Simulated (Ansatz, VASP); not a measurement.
One calculation of ScSi2, two programs

```xyz
3
Lattice="3.6600 0.0000 0.0000 -1.8300 3.1697 0.0000 0.0000 0.0000 3.8700" Properties=species:S:1:pos:R:3 pbc="T T T"
Sc    0.0000    0.0000    0.0100
Si    1.8300    1.0566    1.9350
Si    0.0000    2.1131    1.9350
```

Alike in both runs: task single point; functional PBE; k mesh 10 × 10 × 9; occupations fermi-dirac, width 0.1 eV; no spin polarisation.

|  | VASP | Ansatz |
| --- | --- | --- |
| version | VASP 6.6.1 | Ansatz 0.2.0 |
| potentials or method | VASP PAW PBE potentials, release 64 (Sc_sv, Si), cutoff 520 eV | scalar-relativistic, plane waves, PAW |
| valence electrons in the cell | 19 | 19 |

```tsv
	VASP	Ansatz	Ansatz less VASP
rms of the force components (eV/Å)	0.040	0.039	-0.0003
```

Atom by atom the forces differ by 0.000 eV/Å (rms over components). The functional is the same, so the differences come from potentials, cutoffs and numerics.
